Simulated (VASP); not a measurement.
Input of a VASP 6.6.1 run:

INCAR

```
SYSTEM = PtSe2
  ALGO = Normal
  EDIFF = 1E-6
  ENCUT = 520
  GGA = PE
  ISIF = 2
  ISMEAR = -1
  LASPH = .True.
  LCHARG = .False.
  LREAL = .False.
  LWAVE = .False.
  NBANDS = 18
  NELM = 80
  PREC = Accurate
  SIGMA = 0.02
```

Contents of KPOINTS:

```
k-points
0
Gamma
  12 12 6
  0 0 0
```

The input POSCAR:

```
PtSe2
1.0
    3.7286599628      0.0000000000      0.0000000000
   -1.8643299814      3.2291142499      0.0000000000
    0.0000000000      0.0000000000      5.2770334243
Pt Se
1 2
Direct
    0.0000000000      0.0000000000      0.0000000000
    0.3333333333      0.6666666667      0.2462223062
    0.6666666667      0.3333333333      0.7537776938
```

Potentials or basis: VASP PAW PBE potentials, release 64 (Pt, Se).

Launch:

```console
$ cat potpaw_PBE.64/Pt/POTCAR potpaw_PBE.64/Se/POTCAR > POTCAR
$ mpirun -np 1 vasp_std > vasp.out
```

Question: Estimate the band gap on the k mesh.

Answer: Zero (band 11 reaches 6.19 eV, above the bottom of band 12 at 6.03 eV).

Question: Estimate the pressure.

Answer: 3.8 GPa.

Question: Predict the largest force.

Answer: 0.173 eV/Å.

Forces on the atoms (eV/Å):
```
Pt   0.000  0.000  0.000
Se   0.000  0.000  0.173
Se   0.000  0.000 -0.173
```

Caveat: spin-orbit coupling is left out, which moves the levels of the heavy elements.
